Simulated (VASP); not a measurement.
Wanted: the native input for a VASP 6.6.1 run.

```yaml
Task: single point
Functional: PBE
Potentials_or_basis: VASP PAW PBE potentials, release 64 (In_d, B, Se)
Cutoff: 520 eV
k_mesh: 6 × 6 × 4
Occupations: gaussian, width 0.1 eV
Spin: no spin polarisation
Dipole_correction: no
Further_INCAR_settings: ALGO = Normal; EDIFF = 1e-07; NBANDS = 22
```

The structure of InBSe2 lies in POSCAR:

```
InBSe2
1.0
    3.7973236300      0.0000000000      0.0000000000
   -1.8986618100      3.2885787300      0.0000000000
    0.0000000000      0.0000000000      5.8858516300
In B Se
1 1 2
Direct
    0.0000000000      0.0000000000      0.5000000000
    0.0000000000      0.0000000000      0.0000000000
    0.3333333300      0.6666666700      0.2500000000
    0.6666666700      0.3333333300      0.7500000000
```

These files were run (other wordings do the same):

INCAR

```
PREC = Accurate
ENCUT = 520
EDIFF = 1E-7
ISMEAR = 0
SIGMA = 0.1
LREAL = False
LASPH = True
NELM = 80
ALGO = Normal
ISIF = 2
LWAVE = False
LCHARG = True
GGA = PE
LELF = True
LVHAR = True
NBANDS = 22
```

KPOINTS

```
Automatic mesh
0
Gamma
  6 6 4
```

Potentials or basis: VASP PAW PBE potentials, release 64 (In_d, B, Se).

Launch:

```console
$ cat potpaw_PBE.64/In_d/POTCAR potpaw_PBE.64/B/POTCAR potpaw_PBE.64/Se/POTCAR > POTCAR
$ mpirun -np 1 vasp_std > vasp.out
```

It gave:

```json
{
 "Pressure": "13.2 GPa",
 "Largest force": "1.873 eV/Å",
 "Band gap on the k mesh": "zero (band 14 reaches 7.04 eV, above the bottom of band 15 at 6.67 eV)"
}
```

Caveat: spin-orbit coupling is left out, which moves the levels of the heavy elements; forces of over 1 eV/Å act on the atoms, so gaps and moduli don't describe the material at rest.

Run time: 38 s on 1 thread of Intel(R) Xeon(R) Platinum 8259CL CPU @ 2.50GHz (Skylake/Cascade Lake) (shared host), peak memory 0.2 GiB.
